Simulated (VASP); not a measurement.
Wanted: the native input for a VASP 6.6.1 run.

```
Task                   : single point
Functional             : PBE
Potentials or basis    : VASP PAW PBE potentials, release 64 (As)
Cutoff                 : 520 eV
k mesh                 : 16 × 16 × 16
Occupations            : fermi-dirac, width 0.05 eV
Spin                   : no spin polarisation
Dipole correction      : no
Further INCAR settings : ALGO = Normal; EDIFF = 1e-06; NBANDS = 8
```

The structure of As lies in POSCAR:

```
As
1.0
   -1.6554340464      1.6554340464      1.6554340464
    1.6554340464     -1.6554340464      1.6554340464
    1.6554340464      1.6554340464     -1.6554340464
As
1
Direct
    0.0000000000      0.0000000000      0.0000000000
```

This cell differs from its parent crystal: volume scaled by 0.95.

The input as run:

INCAR

```
SYSTEM = As
  PREC = Accurate
  ENCUT = 520
  EDIFF = 1E-6
  ISMEAR = -1
  SIGMA = 0.05
  LREAL = .FALSE.
  LASPH = .TRUE.
  NELM = 60
  ALGO = Normal
  ISIF = 2
  LWAVE = .FALSE.
  LCHARG = .FALSE.
  GGA = PE
  NBANDS = 8
```

KPOINTS

```
regular mesh
0
G
  16 16 16
  0 0 0
```

Potentials or basis: VASP PAW PBE potentials, release 64 (As).

Launch:

```bash
$ cat potpaw_PBE.64/As/POTCAR > POTCAR
$ mpirun -np 1 vasp_std > vasp.out
```

It gave:

The pressure is 4.5 GPa.

Run time: 14 s on 1 thread of AMD EPYC 7R43 64-Core Processor (Zen 3), with other jobs on the host, peak memory 0.11 GiB.
